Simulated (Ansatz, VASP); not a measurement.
# Two plane-wave programs on AlN

Contents of INCAR:

```
SYSTEM = AlN
PREC = Accurate
ENCUT = 520
EDIFF = 1E-6
ISMEAR = 0
SIGMA = 0.05
LREAL = .FALSE.
LASPH = .TRUE.
NELM = 60
ALGO = Normal
ISIF = 2
LWAVE = .FALSE.
LCHARG = .FALSE.
GGA = PE
NBANDS = 26
```

The input KPOINTS:

```
Automatic mesh
0
G
  8 8 3
  0 0 0
```

Contents of POSCAR:

```
AlN
1.0
   -3.1302395629      0.0000000000      0.0000000000
   -1.5651197814     -2.7108669814      0.0000000000
    0.0000000000      0.0000000000     11.5359593112
Al N
4 4
Direct
    0.3333333333      0.3333333333      0.5694960333
    0.3333333333      0.3333333333      0.1345101323
    0.6666666667      0.6666666667      0.7869889839
    0.6666666667      0.6666666667      0.3520030828
    0.3333333333      0.3333333333      0.7354616699
    0.3333333333      0.3333333333      0.3004757688
    0.6666666667      0.6666666667      0.0829828183
    0.6666666667      0.6666666667      0.5179687193
```

Input for Ansatz:

```yaml
crystal:
  lattice:
    - [-3.1302395629, 0.0, 0.0]
    - [-1.5651197814, -2.7108669814, 0.0]
    - [0.0, 0.0, 11.5359593112]
  atoms:
    - { symbol: Al, position: [0.3333333333, 0.3333333333, 0.5694960333] }
    - { symbol: Al, position: [0.3333333333, 0.3333333333, 0.1345101323] }
    - { symbol: Al, position: [0.6666666667, 0.6666666667, 0.7869889839] }
    - { symbol: Al, position: [0.6666666667, 0.6666666667, 0.3520030828] }
    - { symbol: "N", position: [0.3333333333, 0.3333333333, 0.7354616699] }
    - { symbol: "N", position: [0.3333333333, 0.3333333333, 0.3004757688] }
    - { symbol: "N", position: [0.6666666667, 0.6666666667, 0.0829828183] }
    - { symbol: "N", position: [0.6666666667, 0.6666666667, 0.5179687193] }
basis:
  ecutwfc: 420
kpoints:
  mp_grid: { grid: [8, 8, 3] }
hamiltonian:
  xc: pbe
scf:
  occupations: { method: gaussian, width: 0.05 }
output:
  forces: true
  stress: true
  eigenvalues: true
```

Alike in both runs: task single point; functional PBE; k mesh 8 × 8 × 3; occupations gaussian, width 0.05 eV; no spin polarisation.

|  | VASP | Ansatz |
| --- | --- | --- |
| version | VASP 6.6.1 | Ansatz 0.2.0 |
| potentials or method | VASP PAW PBE potentials, release 64 (Al, N), cutoff 520 eV | scalar-relativistic, plane waves, PAW |
| valence electrons in the cell | 32 | 32 |

```tsv
	VASP	Ansatz	Ansatz less VASP
gap on the k mesh at the Fermi level (eV)	none	none	-
pressure (GPa)	-3.4	-3.2	+0.23
traceless stress, the component that is largest in VASP (GPa)	-4.99	-4.95	+0.041
rms of the force components (eV/Å)	0.784	0.788	+0.0043
```

Atom by atom the forces differ by 0.006 eV/Å (rms over components). A gap of «none» marks a metal or a gap that the smearing closes.
